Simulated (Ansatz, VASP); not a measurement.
## One calculation of InAs, two programs

```
In As
1.0
     0.00000    3.04392    3.04392
     3.04392    0.00000    3.04392
     3.04392    3.04392    0.00000
In As
1 1
Direct
  0.00000 0.00000 0.00000
  0.75000 0.75000 0.75000
```

Alike in both runs: functional PBEsol; k mesh 12 × 12 × 12; occupations fermi-dirac, width 0.1 eV; no spin polarisation.

Ansatz relaxed the structure, and its values are those at the end. VASP's run is a single point on that final structure, the one shown.

```csv
,VASP,Ansatz
version,VASP 6.6.1,Ansatz 0.2.0
potentials or method,"VASP PAW PBE potentials, release 64 (In_d, As)","PAW with Ansatz's default frozen-core files, scalar-relativistic"
plane-wave cutoff (eV),520,420
valence electrons in the cell,18,28
```

Ansatz gave:

| Quantity | Value |
| --- | --- |
| pressure (GPa) | 0.0 |

What did VASP give for the same quantities?

Pressure (GPa): 0.1.

VASP's potentials were made for PBE, not for PBEsol. The functional is the same, so the differences come from potentials, cutoffs and numerics. VASP's potentials hold 18 valence electrons a cell and Ansatz's 28, so a difference there can come from the potentials and not from the codes.
